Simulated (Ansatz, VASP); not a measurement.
# Two plane-wave programs on WSe2

```xyz
6
Lattice="3.3152 0.0000 0.0000 -1.6576 2.8710 0.0000 0.0000 0.0000 13.7126" Properties=species:S:1:pos:R:3 pbc="T T T"
W     0.0000    1.9140    3.4282
W     1.6576    0.9570   10.2845
Se    0.0000    1.9140    8.6229
Se    1.6576    0.9570    1.7666
Se    0.0000    1.9140   11.9460
Se    1.6576    0.9570    5.0897
```

Alike in both runs: functional r2SCAN; k mesh 9 × 9 × 2; occupations gaussian, width 0.02 eV; no spin polarisation.

Ansatz relaxed the structure, and its values are those at the end. VASP's run is a single point on that final structure, the one shown.

|  | VASP | Ansatz |
| --- | --- | --- |
| version | VASP 6.6.1 | Ansatz 0.2.0 |
| potentials or method | VASP PAW PBE potentials, release 64 (W_sv, Se), cutoff 520 eV | scalar-relativistic, plane waves, PAW |
| valence electrons in the cell | 52 | 92 |

```csv
,VASP,Ansatz,Ansatz less VASP
gap on the k mesh at the Fermi level (eV),1.42,1.42,+0.006
least direct gap on the mesh (eV),1.58,1.59,+0.002
pressure (GPa),0.3,0.0,-0.30
rms of the force components (eV/Å),0.021,0.001,-0.0207
```

VASP's potentials were made for PBE, not for r2SCAN. VASP's potentials hold 52 valence electrons a cell and Ansatz's 92, so a difference there can come from the potentials and not from the codes.

Neither program's run includes spin-orbit coupling.
